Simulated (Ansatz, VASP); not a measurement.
## Cu in VASP and in Ansatz

```
Cu
1.0
     0.00000    1.83913    1.80750
     1.83913    0.00000    1.80750
     1.83913    1.83913    0.00000
Cu
1
Direct
  0.00000 0.00000 0.00000
```

Change from the starting cell: strain +0.0175 x Voigt [1, 1, 0, 0, 0, 0], atoms carried along.

Alike in both runs: task single point; functional PBE; k mesh 22 × 22 × 22; occupations gaussian, width 0.15 eV; no spin polarisation.

|  | VASP | Ansatz |
| --- | --- | --- |
| version | VASP 6.6.1 | Ansatz 0.2.0 |
| potentials or method | VASP PAW PBE potentials, release 64 (Cu), cutoff 520 eV | scalar-relativistic, plane waves, PAW |
| valence electrons in the cell | 11 | 19 |

VASP gave:

* gap on the k mesh at the Fermi level (eV): none
* pressure (GPa): -2.3
* traceless stress, the component that is largest in VASP (GPa): 0.59

**Question.** What did Ansatz give for the same quantities?

**Answer.** gap on the k mesh at the Fermi level (eV): none; pressure (GPa): -3.0; traceless stress, the component that is largest in VASP (GPa): 0.59.

A gap of «none» marks a metal or a gap that the smearing closes. VASP's potentials hold 11 valence electrons a cell and Ansatz's 19, so a difference there can come from the potentials and not from the codes.
